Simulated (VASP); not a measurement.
Here is a VASP 6.6.1 calculation.

File INCAR:

```
PREC = Accurate ; ENCUT = 520
EDIFF = 1E-6 ; ISMEAR = 0
SIGMA = 0.1 ; LREAL = False
LASPH = True ; NELM = 100
ALGO = Normal ; ISIF = 2
LWAVE = False ; LCHARG = False
GGA = PE ; NBANDS = 46
```

File KPOINTS:

```
regular mesh
0
Gamma
  12 12 6
```

Contents of POSCAR:

```
LuSi2Ge3
1.0
    5.6122498306      0.0000000000      0.0000000000
   -2.8061249153      4.8603509257      0.0000000000
    0.0000000000      0.0000000000      7.5102490854
Lu Si Ge
1 2 3
Direct
    0.0000000000      0.0000000000      0.5000000000
    0.0000000000      0.0000000000      0.1456838681
    0.0000000000      0.0000000000      0.8543161319
    0.5000000000      0.0000000000      0.5000000000
    0.0000000000      0.5000000000      0.5000000000
    0.5000000000      0.5000000000      0.5000000000
```

Potentials or basis: VASP PAW PBE potentials, release 64 (Lu, Si, Ge_d).

The run is started by

```console
$ cat potpaw_PBE.64/Lu/POTCAR potpaw_PBE.64/Si/POTCAR potpaw_PBE.64/Ge_d/POTCAR > POTCAR
$ mpirun -np 1 vasp_std > vasp.out
```

**Question.** Predict the band gap on the k mesh.

**Answer.** Zero (an odd number of electrons rules out a gap without spin polarisation).

**Question.** What does it give for the largest force?

**Answer.** 0.027 eV/Å.

**Question.** Estimate the pressure.

**Answer.** 0.1 GPa.

Forces on the atoms (eV/Å):
```
Lu   0.000  0.000  0.000
Si   0.000  0.000 -0.027
Si   0.000  0.000  0.027
Ge   0.000  0.000  0.000
Ge   0.000  0.000  0.000
Ge   0.000  0.000  0.000
```

Caveat: spin-orbit coupling is left out, which moves the levels of the heavy elements.
